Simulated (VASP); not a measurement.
Si: single point with PBE

Si:

```
Si
1.0
     3.72613    0.00000    0.00000
    -1.86307    3.22692    0.00000
     0.00000    0.00000    6.79870
Si
4
Direct
  0.33333 0.66667 0.03936
  0.66667 0.33333 0.53936
  0.33333 0.66667 0.46064
  0.66667 0.33333 0.96064
```

This isn't the form of Si at room conditions, which is diamond.

This cell differs from its parent crystal: atoms shifted along a free coordinate, c/a of the conventional cell at fixed volume 1.8246.

```json
{"Program": "VASP 6.6.1", "Task": "single point", "Functional": "PBE", "Potentials or basis": "VASP PAW PBE potentials, release 64 (Si)", "Cutoff": "520 eV", "k mesh": "12 × 12 × 6", "Occupations": "gaussian, width 0.05 eV", "Spin": "no spin polarisation"}
```

```yaml
Pressure: 7.8 GPa
Largest_force: 2.213 eV/Å
Band_gap_on_the_k_mesh: zero (bands 8 and 9 overlap by 0.05 eV)
```

Forces in eV/Å, atoms in the order of the input:
```
Si   0.000  0.000  2.213
Si   0.000  0.000  2.213
Si   0.000  0.000 -2.213
Si   0.000  0.000 -2.213
```

Stress tensor (GPa, compression positive):
```
15.82  0.00  0.00
 0.00 15.82  0.00
 0.00  0.00 -8.31
```

Levels at points of the mesh, in eV from the Fermi level:
```
           k point  band 4  band 5  band 6  band 7  band 8  band 9  band 10  band 11  band 12  band 13
(0.00, 0.00, 0.00)   -2.05   -2.05   -1.33   -1.33   -0.41    0.63     1.26     2.01     2.01     3.04
(0.50, 0.00, 0.00)   -7.45   -4.14   -3.65   -2.83   -2.41   -0.04     1.28     1.76     3.54     3.56
(0.00, 0.00, 0.50)   -4.40   -1.72   -1.72   -1.72   -1.72    1.81     1.81     2.47     2.47     2.47
(0.50, 0.00, 0.50)   -8.14   -3.28   -3.28   -2.38   -2.38    0.33     0.33     0.52     0.52     5.85
```

It took 2.1 min on 1 thread of Intel Xeon 8259CL, with other jobs on the host, peak memory 0.23 GiB.

Caveat: the cell stands under pressure; semilocal functionals underestimate gaps, so a narrow gap can read as zero; forces of over 1 eV/Å act on the atoms, so gaps and moduli don't describe the material at rest.
